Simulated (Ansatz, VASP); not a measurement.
# HfO2 in VASP and in Ansatz

```xyz
9
Lattice="2.5488 -2.5488 0.0000 2.5488 0.0000 -2.5488 5.6750 5.6750 5.6750" Properties=species:S:1:pos:R:3 pbc="T T T"
Hf    4.2481    4.2481    4.2481
Hf    4.2481    1.6993    1.6993
Hf    4.2481   -0.8495   -0.8495
O     5.5225    0.4249    0.4249
O     2.9737   -2.1239    0.4249
O     5.5225    2.9737    2.9737
O     8.0713    2.9737    2.9737
O     8.0713    0.4249    0.4249
O     2.9737    0.4249    0.4249
```

Alike in both runs: task single point; functional PBE; k mesh 7 × 7 × 3; occupations gaussian, width 0.05 eV; no spin polarisation.

|  | VASP | Ansatz |
| --- | --- | --- |
| version | VASP 6.6.1 | Ansatz 0.2.0 |
| potentials or method | VASP PAW PBE potentials, release 64 (Hf_pv, O), cutoff 520 eV | scalar-relativistic, plane waves, PAW |
| valence electrons in the cell | 66 | 114 |

VASP gave:

```
gap on the k mesh at the Fermi level (eV)                     : 4.04
least direct gap on the mesh (eV)                             : 4.15
pressure (GPa)                                                : -10.8
traceless stress, the component that is largest in VASP (GPa) : 1.43
rms of the force components (eV/Å)                            : 0.246
```

Q: Estimate Ansatz's values.

A: gap on the k mesh at the Fermi level (eV): 4.06; least direct gap on the mesh (eV): 4.15; pressure (GPa): -7.8; traceless stress, the component that is largest in VASP (GPa): 1.18; rms of the force components (eV/Å): 0.249.

Atom by atom the forces differ by 0.044 eV/Å (rms over components). VASP's potentials hold 66 valence electrons a cell and Ansatz's 114, so a difference there can come from the potentials and not from the codes.

Neither program's run includes spin-orbit coupling.
